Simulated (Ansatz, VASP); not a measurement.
# One calculation of MgO, two programs

Contents of INCAR:

```
SYSTEM = MgO
ALGO = Normal ; EDIFF = 1E-6
ENCUT = 600 ; GGA = PS
GGA_COMPAT = .False. ; ISIF = 2
ISMEAR = 0 ; LASPH = .True.
LCHARG = .False. ; LREAL = .False.
LWAVE = .False. ; NBANDS = 11
NELM = 120 ; PREC = Accurate
SIGMA = 0.01
```

The input KPOINTS:

```
k-points
0
Gamma
  4 4 4
  0 0 0
```

Contents of POSCAR:

```
MgO
1.0
    0.0000000000      2.2820056620      2.2820056620
    2.2820056620      0.0000000000      2.2820056620
    2.2820056620      2.2820056620      0.0000000000
Mg O
1 1
Direct
    0.0000000000      0.0000000000      0.0000000000
    0.2500000000      0.2500000000      0.2500000000
```

Input for Ansatz:

```yaml
crystal:
  lattice:
    - [0.0, 2.282005662, 2.282005662]
    - [2.282005662, 0.0, 2.282005662]
    - [2.282005662, 2.282005662, 0.0]
  atoms:
    - { symbol: Mg, position: [0.0, 0.0, 0.0] }
    - { symbol: O, position: [0.25, 0.25, 0.25] }
kpoints:
  mp_grid: { grid: [4, 4, 4] }
hamiltonian:
  xc: pbesol
scf:
  occupations: { method: fixed }
output:
  optics:
    e_range: [0, 30]
    de: 0.2
    sigma: 0.25
    scissors: 1.5
    scheme: fermi_dirac
    bands: scf
  write_density: true
  write_potential: true
  elf: true
  volumetric_format: npy
```

Alike in both runs: task single point; functional PBEsol; k mesh 4 × 4 × 4; no spin polarisation.

|  | VASP | Ansatz |
| --- | --- | --- |
| version | VASP 6.6.1 | Ansatz 0.2.0 |
| potentials or method | VASP PAW PBE potentials, release 64 (Mg, O) | plane waves, PAW |
| plane-wave cutoff (eV) | 600 | 420 |
| occupations | gaussian, width 0.01 eV | fixed |
| valence electrons in the cell | 8 | 16 |

```csv
,VASP,Ansatz,Ansatz less VASP
gap on the k mesh at the Fermi level (eV),3.52,3.52,-0.003
```

VASP's potentials were made for PBE, not for PBEsol. VASP's potentials hold 8 valence electrons a cell and Ansatz's 16, so a difference there can come from the potentials and not from the codes.

The k mesh is coarse, so the values compare programs but aren't converged.
